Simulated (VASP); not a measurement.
P: single point with PBE

The system is P.

```xyz
1
Lattice="0.0000 1.4850 1.4850 1.4850 0.0000 1.4850 1.4850 1.4850 0.0000" Properties=species:S:1:pos:R:3 pbc="T T T"
P     0.0000    0.0000    0.0000
```

This isn't the form of P at room conditions, which is orthorhombic.

| Item | Value |
| --- | --- |
| Program | VASP 6.6.1 |
| Task | single point |
| Functional | PBE |
| Potentials or basis | VASP PAW PBE potentials, release 64 (P) |
| Cutoff | 520 eV |
| k mesh | 18 × 18 × 18 |
| Occupations | fermi-dirac, width 0.1 eV |
| Spin | no spin polarisation |

| Quantity | Value |
| --- | --- |
| Pressure | 341.3 GPa |
| Band gap on the k mesh | zero (an odd number of electrons rules out a gap without spin polarisation) |

Levels at points of the mesh, in eV from the Fermi level:
| k point | band 1 | band 2 | band 3 | band 4 | band 5 |
| --- | --- | --- | --- | --- | --- |
| (0.00, 0.00, 0.00) | -27.60 | 13.38 | 13.38 | 13.38 | 17.87 |
| (0.50, 0.00, 0.00) | -16.56 | -15.17 | 11.50 | 11.50 | 12.77 |
| (0.50, 0.50, 0.00) | -13.56 | -10.31 | 0.32 | 2.07 | 2.07 |

It took 4.1 s on 1 thread of AMD EPYC 9R45 96-Core Processor (Zen 5), with other jobs on the host, peak memory 0.08 GiB.

Caveat: the cell stands under pressure.
